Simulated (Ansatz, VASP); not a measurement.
Two plane-wave programs on GaP

```
CELL_PARAMETERS angstrom
0.00000 2.77976 2.72525
2.72525 0.00000 2.72525
2.72525 2.77976 0.00000
ATOMIC_POSITIONS crystal
Ga 0.00000 0.00000 0.00000
P 0.75000 0.75000 0.75000
```

Change from the starting cell: strain +0.0200 x Voigt [0, 1, 0, 0, 0, 0], atoms carried along.

Alike in both runs: task single point; functional PBE; k mesh 8 × 8 × 8; occupations gaussian, width 0.05 eV; no spin polarisation.

|  | VASP | Ansatz |
| --- | --- | --- |
| version | VASP 6.6.1 | Ansatz 0.2.0 |
| potentials or method | VASP PAW PBE potentials, release 64 (Ga_d, P), cutoff 520 eV | scalar-relativistic, plane waves, PAW |
| valence electrons in the cell | 18 | 18 |

|  | VASP | Ansatz | Ansatz less VASP |
| --- | --- | --- | --- |
| gap on the k mesh at the Fermi level (eV) | 1.57 | 1.57 | +0.002 |
| least direct gap on the mesh (eV) | 1.62 | 1.62 | +0.002 |
| pressure (GPa) | 0.8 | 0.8 | +0.01 |
| traceless stress, the component that is largest in VASP (GPa) | -1.00 | -1.00 | +0.002 |
